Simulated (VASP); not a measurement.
# TiSi16 (a cell with a defect) in VASP: relaxation of the atoms with PBEsol

Aim: the relaxation of the atoms of TiSi16 (a cell with a defect) with PBEsol.

All numbers are computed with VASP 6.6.1; they aren't measurements. Logs are shortened: lines on timing, memory, paths and dates and some standing lists are left out, and cuts for length are marked.

## (1) The cell of the first run

The cell holds a defect, 17 atoms: a = 7.679 Å, b = 7.679 Å, c = 7.679 Å, α = 60.00°, β = 60.00°, γ = 60.00°.

## (2) Relaxation of the atoms, PBEsol

The input, INCAR:

```
PREC = Accurate
ENCUT = 520
EDIFF = 1E-6
ISMEAR = -1
SIGMA = 0.02
LREAL = Auto
LASPH = True
NELM = 80
ALGO = Normal
ISIF = 2
LWAVE = False
LCHARG = False
GGA = PS
IBRION = 2
NSW = 80
EDIFFG = -0.03
```

The input, KPOINTS:

```
regular mesh
0
Gamma
  2 2 2
```

The input, POSCAR:

```
TiSi16
1.0
    0.0000000000      5.4300000000      5.4300000000
    5.4300000000      0.0000000000      5.4300000000
    5.4300000000      5.4300000000      0.0000000000
Si Ti
16 1
Direct
    0.0000000000      0.0000000000      0.0000000000
    0.1250000000      0.1250000000      0.1250000000
    0.0000000000      0.0000000000      0.5000000000
    0.1250000000      0.1250000000      0.6250000000
    0.0000000000      0.5000000000      0.0000000000
    0.1250000000      0.6250000000      0.1250000000
    0.0000000000      0.5000000000      0.5000000000
    0.1250000000      0.6250000000      0.6250000000
    0.5000000000      0.0000000000      0.0000000000
    0.6250000000      0.1250000000      0.1250000000
    0.5000000000      0.0000000000      0.5000000000
    0.6250000000      0.1250000000      0.6250000000
    0.5000000000      0.5000000000      0.0000000000
    0.6250000000      0.6250000000      0.1250000000
    0.5000000000      0.5000000000      0.5000000000
    0.6250000000      0.6250000000      0.6250000000
    0.3629793700      0.3756851700      0.3723479500
```

Potentials or basis: VASP PAW PBE potentials, release 64 (Si, Ti_sv).

On the command line:

```bash
cat potpaw_PBE.64/Si/POTCAR potpaw_PBE.64/Ti_sv/POTCAR > POTCAR
mpirun -np 1 vasp_std > vasp.out
```

OUTCAR:

```text
PREC = Accurate
   ENCUT = 520
   EDIFF = 1E-6
   ISMEAR = -1
   LREAL = Auto
   LASPH = True
   NELM = 80
   ISIF = 2
   GGA = PS
   IBRION = 2
   NSW = 80
   EDIFFG = -0.03

 ion  position               nearest neighbor table
   1  0.000  0.000  0.000-   2 2.35   4 2.35   6 2.35  10 2.35
   2  0.125  0.125  0.125-   1 2.35   3 2.35   5 2.35   9 2.35
   3  0.000  0.000  0.500-   2 2.35   4 2.35   8 2.35  12 2.35
   4  0.125  0.125  0.625-   1 2.35   3 2.35   7 2.35  11 2.35  17 2.65
   5  0.000  0.500  0.000-   2 2.35   6 2.35   8 2.35  14 2.35
   6  0.125  0.625  0.125-   1 2.35   5 2.35   7 2.35  13 2.35  17 2.64
   7  0.000  0.500  0.500-  17 2.28   6 2.35   8 2.35  16 2.35   4 2.35
   8  0.125  0.625  0.625-   3 2.35   5 2.35   7 2.35  15 2.35  17 2.73
   9  0.500  0.000  0.000-   2 2.35  10 2.35  12 2.35  14 2.35
  10  0.625  0.125  0.125-   1 2.35   9 2.35  11 2.35  13 2.35  17 2.71
  11  0.500  0.000  0.500-   4 2.35  10 2.35  12 2.35  16 2.35  17 2.36
  12  0.625  0.125  0.625-   3 2.35   9 2.35  11 2.35  15 2.35  17 2.80
  13  0.500  0.500  0.000-  17 2.34  10 2.35  14 2.35  16 2.35   6 2.35
  14  0.625  0.625  0.125-   5 2.35   9 2.35  13 2.35  15 2.35  17 2.78
  15  0.500  0.500  0.500-   8 2.35  12 2.35  14 2.35  16 2.35  17 2.44
  16  0.625  0.625  0.625-   7 2.35  11 2.35  13 2.35  15 2.35
  17  0.363  0.376  0.372-   7 2.28  13 2.34  11 2.36  15 2.44   6 2.64   4 2.65  10 2.71   8 2.73
                            14 2.78  12 2.80

  LATTYP: Found a face centered cubic cell.
 ALAT       =    10.8600000000

  Lattice vectors:

 A1 = (   0.0000000000,   5.4300000000,   5.4300000000)
 A2 = (   5.4300000000,   0.0000000000,   5.4300000000)
 A3 = (   5.4300000000,   5.4300000000,   0.0000000000)

Analysis of symmetry for initial positions (statically):
=====================================================================
 Subroutine PRICEL returns:
 Original cell was already a primitive cell.

 Routine SETGRP: Setting up the symmetry group for a
 face centered cubic supercell.

 Subroutine GETGRP returns: Found  1 space group operations
 (whereof  1 operations were pure point group operations)
 out of a pool of 48 trial point group operations.

The static configuration has the point symmetry C_1 .

Analysis of symmetry for dynamics (positions and initial velocities):
=====================================================================
 Subroutine PRICEL returns:
 Original cell was already a primitive cell.

 Routine SETGRP: Setting up the symmetry group for a
 face centered cubic supercell.

 Subroutine GETGRP returns: Found  1 space group operations
 (whereof  1 operations were pure point group operations)
 out of a pool of 48 trial point group operations.

The dynamic configuration has the point symmetry C_1 .

 Subroutine INISYM returns: Found  1 space group operations
 (whereof  1 operations are pure point group operations),
 and found     1 'primitive' translations

----------------------------------------------------------------------------------------

                                     Primitive cell

  volume of cell :     320.2060

  direct lattice vectors                    reciprocal lattice vectors
     0.000000000  5.430000000  5.430000000    -0.092081031  0.092081031  0.092081031
     5.430000000  0.000000000  5.430000000     0.092081031 -0.092081031  0.092081031
     5.430000000  5.430000000  0.000000000     0.092081031  0.092081031 -0.092081031

  length of vectors
     7.679179644  7.679179644  7.679179644     0.159489025  0.159489025  0.159489025

  position of ions in fractional coordinates (direct lattice)
     0.000000000  0.000000000  0.000000000
     0.125000000  0.125000000  0.125000000
     0.000000000  0.000000000  0.500000000
     0.125000000  0.125000000  0.625000000
     0.000000000  0.500000000  0.000000000
     0.125000000  0.625000000  0.125000000
[... 9 lines left out ...]
     0.625000000  0.625000000  0.625000000
     0.362979370  0.375685170  0.372347950

  ion indices of the primitive-cell ions
   primitive index   ion index
                 1           1
                 2           2
                 3           3
                 4           4
                 5           5
                 6           6
[... 9 lines left out ...]
                16          16
                17          17

----------------------------------------------------------------------------------------

 KPOINTS: regular mesh

Automatic generation of k-mesh.
 Grid dimensions read from file:
 generate k-points for:    2    2    2

 Generating k-lattice:

  Cartesian coordinates                     Fractional coordinates (reciprocal lattice)
    -0.046040516  0.046040516  0.046040516     0.500000000  0.000000000  0.000000000
     0.046040516 -0.046040516  0.046040516     0.000000000  0.500000000  0.000000000
     0.046040516  0.046040516 -0.046040516     0.000000000  0.000000000  0.500000000

  Length of vectors
     0.079744512  0.079744512  0.079744512

  Shift w.r.t. Gamma in fractional coordinates (k-lattice)
     0.000000000  0.000000000  0.000000000

 Subroutine IBZKPT returns following result:
 ===========================================

 Found      8 irreducible k-points:

 Following reciprocal coordinates:
            Coordinates               Weight
  0.000000  0.000000  0.000000      1.000000
  0.500000  0.000000  0.000000      1.000000
  0.000000  0.500000  0.000000      1.000000
  0.000000  0.000000  0.500000      1.000000
  0.500000  0.500000  0.500000      1.000000
  0.500000  0.500000  0.000000      1.000000
  0.000000  0.500000  0.500000      1.000000
  0.500000  0.000000  0.500000      1.000000
   k-points           NKPTS =      8   k-points in BZ     NKDIM =      8   number of bands    NBANDS=     47
   number of dos      NEDOS =    301   number of ions     NIONS =     17
   total plane-waves  NPLWV = 216000
   dimension x,y,z NGX =    60 NGY =   60 NGZ =   60
   dimension x,y,z NGXF=   120 NGYF=  120 NGZF=  120
   ions per type =              16   1
   NGX,Y,Z   is equivalent  to a cutoff of  12.99, 12.99, 12.99 a.u.
   NGXF,Y,Z  is equivalent  to a cutoff of  25.98, 25.98, 25.98 a.u.
 SYSTEM =  unknown system
   PREC   = accura    normal or accurate (medium, high low for compatibility)
   ISTART =      0    job   : 0-new  1-cont  2-samecut
   ICHARG =      2    charge: 1-file 2-atom 10-const
   ISPIN  =      1    spin polarized calculation?
   LNONCOLLINEAR =      F non collinear calculations
   LSORBIT =      F    spin-orbit coupling
   LASPH  =      T    aspherical Exc in radial PAW
   ENCUT  =  520.0 eV  38.22 Ry    6.18 a.u.  14.28 14.28 14.28*2*pi/ulx,y,z
   NELM   =     80;   NELMIN=  2; NELMDL= -5     # of ELM steps
   EDIFF  = 0.1E-05   stopping-criterion for ELM
   LREAL  =      T    real-space projection
   EDIFFG = -.3E-01   stopping-criterion for IOM
   NSW    =     80    number of steps for IOM
   IBRION =      2    ionic relax: 0-MD 1-quasi-New 2-CG
   NFREE  =      1    steps in history (QN), initial steepest desc. (CG)
   ISIF   =      2    stress and relaxation
   ISYM   =      2    0-nonsym 1-usesym 2-fastsym
   POTIM  = 0.5000    time-step for ionic-motion
   TEBEG  =    0.0;   TEEND  =   0.0 temperature during run
   PSTRESS=    0.0 pullay stress
   NELECT =      76.0000    total number of electrons
   NUPDOWN=      -1.0000    fix difference up-down
   EMIN   =  10.00;   EMAX   =-10.00  energy-range for DOS
   EFERMI =   0.00;   METHOD = LEGACY
   ISMEAR =    -1;   SIGMA  =   0.02  broadening in eV -4-tet -1-fermi 0-gaus
   EFERMI_NEDOS =   21; number of points for ismear=-14 and -15
   IALGO  =     38    algorithm
   IMIX   =      4    mixing-type and parameters
     AMIX     =   0.40;   BMIX     =  1.00
     AMIX_MAG =   1.60;   BMIX_MAG =  1.00
  volume/ion in A,a.u.               =      18.84       127.11
  Fermi-wavevector in a.u.,A,eV,Ry     =   1.013607  1.915439 13.978610  1.027399
  Thomas-Fermi vector in A             =   2.146786
   LORBIT       =      0    0 simple, 1 ext, 2 COOP (PROOUT), +10 PAW based schemes
   GGA     = PS    functional components
   LHFCALC =     F    Hartree Fock is set to
   AEXX    =    0.0000 exact exchange contribution
   IVDW    =     0    specifies the selected vdW correction
   LEPSILON=     F    determine dielectric tensor
   LRPA    =     F    only Hartree local field effects (RPA)
 conjugate gradient relaxation of ions
 non-spin polarized calculation
  energy-cutoff  :      520.00
  volume of cell :      320.21
 maximum number of plane-waves:      8646
 NGX is ok and might be reduce to    60
   NGX = 29   NGY = 29   NGZ = 29

--------------------------------------- Ionic step        1  -------------------------------------------

 number of electron      76.0000004 magnetization

 Free energy of the ion-electron system (eV)
  ---------------------------------------------------
  ext. energy  EPLUGINS =         0.00000000
  ---------------------------------------------------
  free energy    TOTEN  =       -97.89420637 eV

  energy without entropy =      -97.85286961  energy(sigma->0) =      -97.87353799

------------------------ aborting loop because EDIFF is reached ----------------------------------------

  FORCE on cell =-STRESS in cart. coord.  units (eV):
  Direction    XX          YY          ZZ          XY          YZ          ZX
  --------------------------------------------------------------------------------------
  -------------------------------------------------------------------------------------
  Total        5.9724688      5.9150880      5.9312277     -0.7697882     -0.1310279     -1.0104095
  in kB       29.8837427     29.5966332     29.6773893     -3.8516989     -0.6556092     -5.0556677
  external PRESSURE =      29.7192550 kB  Pullay stress =       0.0000000 kB
[... 342 lines left out ...]
  energy  without entropy=      -98.3039710323  energy(sigma->0) =      -98.31521380

--------------------------------------- Ionic step        8  -------------------------------------------

 number of electron      75.9999998 magnetization

 Free energy of the ion-electron system (eV)
  ---------------------------------------------------
  ext. energy  EPLUGINS =         0.00000000
  ---------------------------------------------------
  free energy    TOTEN  =       -98.32669316 eV

  energy without entropy =      -98.30419009  energy(sigma->0) =      -98.31544162

 E-fermi :   6.8205     XC(G=0):  -9.8812

 val. band max:        6.7772512196   @ k =   0.5000   0.0000   0.5000
 cond. band min:       6.8442756038   @ k =   0.0000   0.5000   0.0000
 fundamental gap:      0.0670243842
 Fermi energy:         6.8204991175

 k-point     1 :       0.0000    0.0000    0.0000
  band No.  band energies     occupation
      1     -49.7265      2.00000
      2     -26.2088      2.00000
      3     -26.2046      2.00000
      4     -26.1984      2.00000
      5      -5.7879      2.00000
      6      -3.5571      2.00000
[... 433 lines left out ...]
  FREE ENERGIE OF THE ION-ELECTRON SYSTEM (eV)
  ---------------------------------------------------
  free  energy   TOTEN  =       -98.3266931586 eV

  energy  without entropy=      -98.3041900900  energy(sigma->0) =      -98.31544162

 reached required accuracy - stopping structural energy minimisation
```

Wall time 33 min (1 thread of Oxide Virtual Turin-like, shared host); peak memory 0.53 GiB.

Results:

* Free energy: -98.3267 eV
* Energy gained by relaxing: 25.4 meV/atom
* Ionic steps: 8
* Pressure after relaxing: 2.1 GPa
* Largest force after relaxing: 0.029 eV/Å
* Band gap on the k mesh: zero (bands 38 and 39 overlap by 0.40 eV)

Forces on the atoms (eV/Å):
```
Si  -0.011 -0.004 -0.006
Si  -0.001 -0.003 -0.002
Si   0.004  0.008  0.004
Si   0.004 -0.004  0.005
Si   0.005  0.004  0.008
Si   0.003  0.007 -0.002
Si  -0.007 -0.003 -0.002
Si   0.001 -0.010 -0.011
Si   0.003  0.004  0.003
Si   0.004  0.000  0.003
Si  -0.002 -0.009 -0.004
Si  -0.007  0.001 -0.006
Si   0.001 -0.003 -0.008
Si  -0.008 -0.007  0.001
Si   0.019  0.015  0.016
Si  -0.003  0.004  0.004
Ti  -0.006 -0.001 -0.002
```

Step by step:
```
step  energy change (eV)  largest force (eV/Å)  pressure (GPa)
   1              0.0000                2.4630            2.97
   2             -0.4044                0.8864            2.05
   3             -0.4107                0.5237            2.09
   4             -0.4283                0.2333            2.05
   5             -0.4293                0.1794            2.05
   6             -0.4320                0.0660            2.07
   7             -0.4323                0.0404            2.08
   8             -0.4325                0.0289            2.07
```

Final structure:
```cif
data_structure
_symmetry_space_group_name_H-M 'P 1'
_symmetry_Int_Tables_number 1
_cell_length_a 7.6792
_cell_length_b 7.6792
_cell_length_c 7.6792
_cell_angle_alpha 60.000
_cell_angle_beta 60.000
_cell_angle_gamma 60.000
_cell_volume 320.21
loop_
_atom_site_label
_atom_site_type_symbol
_atom_site_fract_x
_atom_site_fract_y
_atom_site_fract_z
_atom_site_occupancy
Si1 Si 0.00127 0.00179 0.00166 1
Si2 Si 0.12507 0.12501 0.12504 1
Si3 Si 0.00103 0.00150 0.49539 1
Si4 Si 0.12114 0.12246 0.62804 1
Si5 Si 0.00107 0.49537 0.00142 1
Si6 Si 0.12126 0.62812 0.12224 1
Si7 Si 0.98612 0.50456 0.50452 1
Si8 Si 0.12075 0.62797 0.62791 1
Si9 Si 0.49539 0.00139 0.00128 1
Si10 Si 0.62780 0.12213 0.12178 1
Si11 Si 0.50366 0.98821 0.50387 1
Si12 Si 0.62766 0.12159 0.62784 1
Si13 Si 0.50387 0.50411 0.98762 1
Si14 Si 0.62768 0.62792 0.12137 1
Si15 Si 0.50297 0.50330 0.50322 1
Si16 Si 0.62264 0.62515 0.62448 1
Ti1 Ti 0.37359 0.37509 0.37467 1
```

Caveat: the k points lie up to 0.50 Å⁻¹ apart; the PAW data sets were made with another functional, which shifts forces and pressure a little.

The gap in the log of VASP goes by the Fermi energy; the results here count the filled bands.